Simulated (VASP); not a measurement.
# BN (P6_3mc) in VASP: a series of runs

Runs on BN. Level: PBE. Tasks: single point.

Everything below comes from runs of VASP 6.6.1. Logs are shortened: lines on timing, memory, paths and dates and some standing lists are left out, and cuts for length are marked.

**1. The cell of the first run**

The structure is hexagonal, space group P6_3mc (No. 186). Conventional cell: a = 2.401 Å, b = 2.401 Å, c = 4.225 Å, α = 90.00°, β = 90.00°, γ = 120.00°. B (site symmetry 3m) has 4 N at 1.48 to 1.58 Å within 2.0 Å. N (site symmetry 3m) has 4 B at 1.48 to 1.58 Å within 2.0 Å.

**2. Single point, PBE (strain -0.0600 x Voigt [1, 1, 0, 0, 0, 0])**

Contents of INCAR:

```
SYSTEM = BN
  PREC = Accurate
  ENCUT = 520
  EDIFF = 1E-7
  ISMEAR = 0
  SIGMA = 0.05
  LREAL = .FALSE.
  LASPH = .TRUE.
  NELM = 80
  ALGO = Normal
  ISIF = 2
  LWAVE = .FALSE.
  LCHARG = .FALSE.
  GGA = PE
  NBANDS = 16
```

Contents of KPOINTS:

```
Automatic mesh
0
G
  12 12 6
  0 0 0
```

Contents of POSCAR:

```
BN
1.0
    2.4013052904      0.0000000000      0.0000000000
   -1.2006526452      2.0795913837      0.0000000000
    0.0000000000      0.0000000000      4.2245145363
B N
2 2
Direct
    0.6666666667      0.3333333333      0.9998058548
    0.3333333333      0.6666666667      0.4998058548
    0.6666666667      0.3333333333      0.6251941452
    0.3333333333      0.6666666667      0.1251941452
```

Potentials or basis: VASP PAW PBE potentials, release 64 (B, N).

The run is started by

```bash
> cat potpaw_PBE.64/B/POTCAR potpaw_PBE.64/N/POTCAR > POTCAR
> mpirun -np 1 vasp_std > vasp.out
```

OUTCAR:

```text
SYSTEM = BN
   PREC = Accurate
   ENCUT = 520
   EDIFF = 1E-7
   ISMEAR = 0
   LREAL = .FALSE.
   LASPH = .TRUE.
   NELM = 80
   ISIF = 2
   GGA = PE

 ion  position               nearest neighbor table
   1  0.667  0.333  1.000-   4 1.48   4 1.48   4 1.48   3 1.58
   2  0.333  0.667  0.500-   3 1.48   3 1.48   3 1.48   4 1.58
   3  0.667  0.333  0.625-   2 1.48   2 1.48   2 1.48   1 1.58
   4  0.333  0.667  0.125-   1 1.48   1 1.48   1 1.48   2 1.58

  LATTYP: Found a hexagonal cell.
 ALAT       =     2.4013052904
 C/A-ratio  =     1.7592575809

  Lattice vectors:

 A1 = (   2.4013052904,   0.0000000000,   0.0000000000)
 A2 = (  -1.2006526452,   2.0795913837,   0.0000000000)
 A3 = (   0.0000000000,   0.0000000000,   4.2245145363)

Analysis of symmetry for initial positions (statically):
=====================================================================
 Subroutine PRICEL returns:
 Original cell was already a primitive cell.

 Routine SETGRP: Setting up the symmetry group for a
 hexagonal supercell.

 Subroutine GETGRP returns: Found 12 space group operations
 (whereof  6 operations were pure point group operations)
 out of a pool of 24 trial point group operations.

The static configuration has the point symmetry C_3v.
 The point group associated with its full space group is C_6v.

Analysis of symmetry for dynamics (positions and initial velocities):
=====================================================================
 Subroutine PRICEL returns:
 Original cell was already a primitive cell.

 Routine SETGRP: Setting up the symmetry group for a
 hexagonal supercell.

 Subroutine GETGRP returns: Found 12 space group operations
 (whereof  6 operations were pure point group operations)
 out of a pool of 24 trial point group operations.

The dynamic configuration has the point symmetry C_3v.
 The point group associated with its full space group is C_6v.

 Subroutine INISYM returns: Found 12 space group operations
 (whereof  6 operations are pure point group operations),
 and found     1 'primitive' translations

----------------------------------------------------------------------------------------

                                     Primitive cell

  volume of cell :      21.0961

  direct lattice vectors                    reciprocal lattice vectors
     2.401305290  0.000000000  0.000000000     0.416440177  0.240431848  0.000000000
[... 88 lines left out ...]
   ENCUT  =  520.0 eV  38.22 Ry    6.18 a.u.   4.46  4.46  7.85*2*pi/ulx,y,z
   NELM   =     80;   NELMIN=  2; NELMDL= -5     # of ELM steps
   EDIFF  = 0.1E-06   stopping-criterion for ELM
   LREAL  =      F    real-space projection
   EDIFFG = 0.1E-05   stopping-criterion for IOM
   NSW    =      0    number of steps for IOM
   IBRION =     -1    ionic relax: 0-MD 1-quasi-New 2-CG
   NFREE  =      0    steps in history (QN), initial steepest desc. (CG)
   ISIF   =      2    stress and relaxation
   ISYM   =      2    0-nonsym 1-usesym 2-fastsym
   POTIM  = 0.5000    time-step for ionic-motion
   TEBEG  =    0.0;   TEEND  =   0.0 temperature during run
   PSTRESS=    0.0 pullay stress
   NELECT =      16.0000    total number of electrons
   NUPDOWN=      -1.0000    fix difference up-down
   EMIN   =  10.00;   EMAX   =-10.00  energy-range for DOS
   EFERMI =   0.00;   METHOD = LEGACY
   ISMEAR =     0;   SIGMA  =   0.05  broadening in eV -4-tet -1-fermi 0-gaus
   EFERMI_NEDOS =   21; number of points for ismear=-14 and -15
   IALGO  =     38    algorithm
   IMIX   =      4    mixing-type and parameters
     AMIX     =   0.40;   BMIX     =  1.00
     AMIX_MAG =   1.60;   BMIX_MAG =  1.00
  volume/ion in A,a.u.               =       5.27        35.59
  Fermi-wavevector in a.u.,A,eV,Ry     =   1.492957  2.821280 30.326324  2.228922
  Thomas-Fermi vector in A             =   2.605419
   LORBIT       =      0    0 simple, 1 ext, 2 COOP (PROOUT), +10 PAW based schemes
   GGA     = PE    functional components
   LHFCALC =     F    Hartree Fock is set to
   AEXX    =    0.0000 exact exchange contribution
   IVDW    =     0    specifies the selected vdW correction
   LEPSILON=     F    determine dielectric tensor
   LRPA    =     F    only Hartree local field effects (RPA)
 non-spin polarized calculation
 Gauss-broadening in eV      SIGMA  =   0.05
  energy-cutoff  :      520.00
  volume of cell :       21.10
 maximum number of plane-waves:       592
 NGX is ok and might be reduce to    18
   NGX =  9   NGY =  9   NGZ = 15

 number of electron      16.0000004 magnetization

 Free energy of the ion-electron system (eV)
  ---------------------------------------------------
  ext. energy  EPLUGINS =         0.00000000
  ---------------------------------------------------
  free energy    TOTEN  =       -34.15790938 eV

  energy without entropy =      -34.15790938  energy(sigma->0) =      -34.15790938

 E-fermi :   9.4511     XC(G=0): -13.3842

 val. band max:        9.1485516128   @ k =   0.0000   0.0000   0.0000
 cond. band min:      13.8555618321   @ k =   0.3333   0.3333   0.0000
 fundamental gap:      4.7070102193
 Fermi energy:         9.4510687751

 k-point     1 :       0.0000    0.0000    0.0000
  band No.  band energies     occupation
      1     -12.7493      2.00000
      2      -8.6352      2.00000
      3      -3.1530      2.00000
      4       7.2385      2.00000
      5       7.2385      2.00000
      6       8.4389      2.00000
[... 433 lines left out ...]
      3      -0.4726      2.00000
      4       0.8482      2.00000
      5       2.4314      2.00000
      6       4.6544      2.00000
[... 8 lines left out ...]
     15      26.6791      0.00000
     16      26.9353      0.00000

 [... further k-points ...]
[... 5 lines left out ...]
  --------------------------------------------------------------------------------------
  -------------------------------------------------------------------------------------
  Total       11.3081886     11.3081886      1.2177855      0.0000000      0.0000000     -0.0000000
  in kB      858.8185763    858.8185763     92.4866823      0.0000000      0.0000000     -0.0000000
  external PRESSURE =     603.3746116 kB  Pullay stress =       0.0000000 kB

 VOLUME and BASIS-vectors are now :
 -----------------------------------------------------------------------------
  energy-cutoff  :      520.00
  volume of cell :       21.10
      direct lattice vectors                 reciprocal lattice vectors
     2.401305290  0.000000000  0.000000000     0.416440177  0.240431848  0.000000000
    -1.200652645  2.079591384  0.000000000     0.000000000  0.480863697  0.000000000
     0.000000000  0.000000000  4.224514536     0.000000000  0.000000000  0.236713590

 POSITION                                       TOTAL-FORCE (eV/Angst)
 -----------------------------------------------------------------------------------
      1.20065      0.69320      4.22369         0.000000     -0.000000     -0.403844
     -0.00000      1.38639      2.11144        -0.000000      0.000000     -0.403844
      1.20065      0.69320      2.64114        -0.000000      0.000000      0.403844
     -0.00000      1.38639      0.52888         0.000000     -0.000000      0.403844
 -----------------------------------------------------------------------------------
    total drift:                               -0.000000     -0.000000      0.000154

  FREE ENERGIE OF THE ION-ELECTRON SYSTEM (eV)
  ---------------------------------------------------
  free  energy   TOTEN  =       -34.1579093789 eV

  energy  without entropy=      -34.1579093789  energy(sigma->0) =      -34.15790938
```

It took 14 s on 1 thread of Intel Xeon 6975P-C (Granite Rapids), shared host; peak memory 0.13 GiB.

What came out:

- Free energy: -34.1579 eV
- Pressure: 60.3 GPa
- Largest force: 0.404 eV/Å
- Band gap on the k mesh: 4.71 eV, indirect (least direct gap 7.08 eV)

Forces on the atoms (eV/Å):
```
B    0.000  0.000 -0.404
B    0.000  0.000 -0.404
N    0.000  0.000  0.404
N    0.000  0.000  0.404
```

Levels at points of the mesh, in eV from the valence-band top:
| k point | band 5 | band 6 | band 7 | band 8 | band 9 | band 10 | band 11 | band 12 |
| --- | --- | --- | --- | --- | --- | --- | --- | --- |
| (0.00, 0.00, 0.00) | -1.91 | -0.71 | 0.00 | 0.00 | 7.08 | 9.43 | 9.43 | 12.28 |
| (0.50, 0.00, 0.00) | -7.53 | -5.26 | -4.95 | -2.64 | 7.70 | 7.74 | 11.62 | 12.33 |
| (0.00, 0.00, 0.50) | -1.05 | -1.05 | -1.05 | -1.05 | 10.94 | 10.94 | 10.94 | 10.94 |
| (0.50, 0.00, 0.50) | -4.34 | -4.34 | -4.13 | -4.13 | 6.59 | 6.59 | 10.59 | 10.59 |

Caveat: the cell differs from its parent crystal (strain -0.0600 x Voigt [1, 1, 0, 0, 0, 0]).

**3. Single point, PBE (strain -0.0450 x Voigt [1, 1, 0, 0, 0, 0])**

Contents of INCAR:

```
PREC     = Accurate       # precision mode
ENCUT    = 520            # plane-wave cutoff, eV
EDIFF    = 1E-7           # SCF threshold, eV
ISMEAR   = 0              # smearing method
SIGMA    = 0.05           # smearing width, eV
LREAL    = F              # projectors in reciprocal space
LASPH    = T              # aspherical terms in the spheres
NELM     = 60             # most SCF steps
ALGO     = Normal         # electronic algorithm
ISIF     = 2              # what is computed and relaxed
LWAVE    = F              # write WAVECAR
LCHARG   = F              # write CHGCAR
GGA      = PE             # functional
NBANDS   = 16             # bands
```

Contents of KPOINTS:

```
regular mesh
0
Gamma
  12 12 6
```

Edit POSCAR of step 2 so:

```diff
@@ -2,4 +2,4 @@
 1.0
-    2.4013052904      0.0000000000      0.0000000000
-   -1.2006526452      2.0795913837      0.0000000000
+    2.4396239919      0.0000000000      0.0000000000
+   -1.2198119959      2.1127763526      0.0000000000
     0.0000000000      0.0000000000      4.2245145363
```

Potentials or basis: VASP PAW PBE potentials, release 64 (B, N).

The run is started by

```bash
> cat potpaw_PBE.64/B/POTCAR potpaw_PBE.64/N/POTCAR > POTCAR
> mpirun -np 1 vasp_std > vasp.out
```

OUTCAR:

```text
PREC = Accurate
   ENCUT = 520
   EDIFF = 1E-7
   ISMEAR = 0
   LREAL = F
   LASPH = T
   NELM = 60
   ISIF = 2
   GGA = PE

 ion  position               nearest neighbor table
   1  0.667  0.333  1.000-   4 1.50   4 1.50   4 1.50   3 1.58
   2  0.333  0.667  0.500-   3 1.50   3 1.50   3 1.50   4 1.58
   3  0.667  0.333  0.625-   2 1.50   2 1.50   2 1.50   1 1.58
   4  0.333  0.667  0.125-   1 1.50   1 1.50   1 1.50   2 1.58

  LATTYP: Found a hexagonal cell.
 ALAT       =     2.4396239919
 C/A-ratio  =     1.7316252629

  Lattice vectors:

 A1 = (   2.4396239919,   0.0000000000,   0.0000000000)
 A2 = (  -1.2198119959,   2.1127763526,   0.0000000000)
 A3 = (   0.0000000000,   0.0000000000,   4.2245145363)

Analysis of symmetry for initial positions (statically):
=====================================================================
 Subroutine PRICEL returns:
 Original cell was already a primitive cell.

 Routine SETGRP: Setting up the symmetry group for a
 hexagonal supercell.

 Subroutine GETGRP returns: Found 12 space group operations
 (whereof  6 operations were pure point group operations)
 out of a pool of 24 trial point group operations.

The static configuration has the point symmetry C_3v.
 The point group associated with its full space group is C_6v.

Analysis of symmetry for dynamics (positions and initial velocities):
=====================================================================
 Subroutine PRICEL returns:
 Original cell was already a primitive cell.

 Routine SETGRP: Setting up the symmetry group for a
 hexagonal supercell.

 Subroutine GETGRP returns: Found 12 space group operations
 (whereof  6 operations were pure point group operations)
 out of a pool of 24 trial point group operations.

The dynamic configuration has the point symmetry C_3v.
[... 116 lines left out ...]
   NUPDOWN=      -1.0000    fix difference up-down
   EMIN   =  10.00;   EMAX   =-10.00  energy-range for DOS
   EFERMI =   0.00;   METHOD = LEGACY
   ISMEAR =     0;   SIGMA  =   0.05  broadening in eV -4-tet -1-fermi 0-gaus
   EFERMI_NEDOS =   21; number of points for ismear=-14 and -15
   IALGO  =     38    algorithm
   IMIX   =      4    mixing-type and parameters
     AMIX     =   0.40;   BMIX     =  1.00
     AMIX_MAG =   1.60;   BMIX_MAG =  1.00
  volume/ion in A,a.u.               =       5.44        36.74
  Fermi-wavevector in a.u.,A,eV,Ry     =   1.477283  2.791660 29.692886  2.182366
  Thomas-Fermi vector in A             =   2.591706
   LORBIT       =      0    0 simple, 1 ext, 2 COOP (PROOUT), +10 PAW based schemes
   GGA     = PE    functional components
   LHFCALC =     F    Hartree Fock is set to
   AEXX    =    0.0000 exact exchange contribution
   IVDW    =     0    specifies the selected vdW correction
   LEPSILON=     F    determine dielectric tensor
   LRPA    =     F    only Hartree local field effects (RPA)
 non-spin polarized calculation
 Gauss-broadening in eV      SIGMA  =   0.05
  energy-cutoff  :      520.00
  volume of cell :       21.77
 maximum number of plane-waves:       612
   NGX =  9   NGY =  9   NGZ = 15

 number of electron      16.0000002 magnetization

 Free energy of the ion-electron system (eV)
  ---------------------------------------------------
  ext. energy  EPLUGINS =         0.00000000
  ---------------------------------------------------
  free energy    TOTEN  =       -34.46621132 eV

  energy without entropy =      -34.46621132  energy(sigma->0) =      -34.46621132

 E-fermi :   8.9460     XC(G=0): -13.2233

 val. band max:        8.6812351764   @ k =   0.0000   0.0000   0.0000
 cond. band min:      13.5379696649   @ k =   0.3333   0.3333   0.0000
 fundamental gap:      4.8567344886
 Fermi energy:         8.9460411356

 k-point     1 :       0.0000    0.0000    0.0000
  band No.  band energies     occupation
      1     -12.7761      2.00000
      2      -8.6586      2.00000
      3      -3.2132      2.00000
      4       6.7213      2.00000
      5       6.7213      2.00000
      6       8.1274      2.00000
[... 433 lines left out ...]
      3      -0.6889      2.00000
      4       0.6440      2.00000
      5       2.1828      2.00000
      6       4.2559      2.00000
[... 8 lines left out ...]
     15      25.7943      0.00000
     16      26.0669      0.00000

 [... further k-points ...]
[... 5 lines left out ...]
  --------------------------------------------------------------------------------------
  -------------------------------------------------------------------------------------
  Total        8.1307694      8.1307694      0.8898041      0.0000000      0.0000000      0.0000000
  in kB      598.2586578    598.2586578     65.4714211      0.0000000      0.0000000      0.0000000
  external PRESSURE =     420.6629122 kB  Pullay stress =       0.0000000 kB

 VOLUME and BASIS-vectors are now :
 -----------------------------------------------------------------------------
  energy-cutoff  :      520.00
  volume of cell :       21.77
      direct lattice vectors                 reciprocal lattice vectors
     2.439623992  0.000000000  0.000000000     0.409899232  0.236655432  0.000000000
    -1.219811996  2.112776353  0.000000000     0.000000000  0.473310864  0.000000000
     0.000000000  0.000000000  4.224514536     0.000000000  0.000000000  0.236713590

 POSITION                                       TOTAL-FORCE (eV/Angst)
 -----------------------------------------------------------------------------------
      1.21981      0.70426      4.22369        -0.000000     -0.000000     -0.245173
     -0.00000      1.40852      2.11144         0.000000      0.000000     -0.245173
      1.21981      0.70426      2.64114        -0.000000      0.000000      0.245173
     -0.00000      1.40852      0.52888         0.000000      0.000000      0.245173
 -----------------------------------------------------------------------------------
    total drift:                               -0.000000     -0.000000      0.000126

  FREE ENERGIE OF THE ION-ELECTRON SYSTEM (eV)
  ---------------------------------------------------
  free  energy   TOTEN  =       -34.4662113232 eV

  energy  without entropy=      -34.4662113232  energy(sigma->0) =      -34.46621132
```

stdout:

```text
POSCAR found type information on POSCAR B N
 POSCAR found :  2 types and       4 ions
 scaLAPACK will be used
 LDA part: xc-table for (Slater+PW92), standard interpolation
 POSCAR, INCAR and KPOINTS ok, starting setup
 FFT: planning ... GRIDC
 FFT: planning ... GRID_SOFT
 FFT: planning ... GRID
 WAVECAR not read
 entering main loop
```

It took 15 s on 1 thread of Intel Xeon 6975P-C (Granite Rapids), shared host; peak memory 0.14 GiB.

What came out:

- Free energy: -34.4662 eV
- Pressure: 42.1 GPa
- Largest force: 0.245 eV/Å
- Band gap on the k mesh: 4.86 eV, indirect (least direct gap 7.49 eV)

Forces in eV/Å, atoms in the order of the input:
```
B    0.000  0.000 -0.245
B    0.000  0.000 -0.245
N    0.000  0.000  0.245
N    0.000  0.000  0.245
```

Stress tensor (GPa, compression positive):
```
59.83  0.00  0.00
 0.00 59.83  0.00
 0.00  0.00  6.55
```

Caveat: the cell differs from its parent crystal (strain -0.0450 x Voigt [1, 1, 0, 0, 0, 0]).

**4. Single point, PBE (strain -0.0300 x Voigt [1, 1, 0, 0, 0, 0])**

Contents of INCAR:

```
SYSTEM = BN
  ALGO = Normal
  EDIFF = 1E-6
  ENCUT = 520
  GGA = PE
  ISIF = 2
  ISMEAR = 0
  LASPH = .True.
  LCHARG = .True.
  LELF = .True.
  LREAL = .False.
  LVHAR = .True.
  LWAVE = .False.
  NBANDS = 16
  NELM = 100
  PREC = Accurate
  SIGMA = 0.05
```

Contents of KPOINTS:

```
k-points
0
Gamma
  12 12 6
  0 0 0
```

Edit POSCAR of step 3 so:

```diff
@@ -2,4 +2,4 @@
 1.0
-    2.4396239919      0.0000000000      0.0000000000
-   -1.2198119959      2.1127763526      0.0000000000
+    2.4779426933      0.0000000000      0.0000000000
+   -1.2389713467      2.1459613215      0.0000000000
     0.0000000000      0.0000000000      4.2245145363
```

The run is started by

```bash
> cat potpaw_PBE.64/B/POTCAR potpaw_PBE.64/N/POTCAR > POTCAR
> mpirun -np 1 vasp_std > vasp.out
```

Run time: 14 s. Hardware: 1 thread of Intel Xeon 6975P-C (Granite Rapids), shared host; peak memory 0.14 GiB.

The run converged. Its results:

```yaml
Free_energy: -34.6746 eV
Pressure: 26.1 GPa
Largest_force: 0.129 eV/Å
Band_gap_on_the_k_mesh: 4.99 eV, indirect (least direct gap 7.87 eV)
```

Forces on the atoms (eV/Å):
```
B    0.000  0.000 -0.129
B    0.000  0.000 -0.129
N    0.000  0.000  0.129
N    0.000  0.000  0.129
```

Stress tensor (GPa, compression positive):
```
37.11  0.00  0.00
 0.00 37.11  0.00
 0.00  0.00  4.18
```

Levels at points of the mesh, in eV from the valence-band top:
```tsv
k point	band 6	band 7	band 8	band 9	band 10	band 11
(0.00, 0.00, 0.00)	-0.43	0.00	0.00	7.87	8.87	8.87
(0.50, 0.00, 0.00)	-5.09	-4.63	-2.35	7.19	7.88	11.08
(0.00, 0.00, 0.50)	-1.11	-1.11	-1.11	10.32	10.32	10.39
(0.50, 0.00, 0.50)	-3.92	-3.91	-3.91	6.63	6.63	10.25
```

Caveat: the cell differs from its parent crystal (strain -0.0300 x Voigt [1, 1, 0, 0, 0, 0]).

(Part 1 of 2 ends here.)
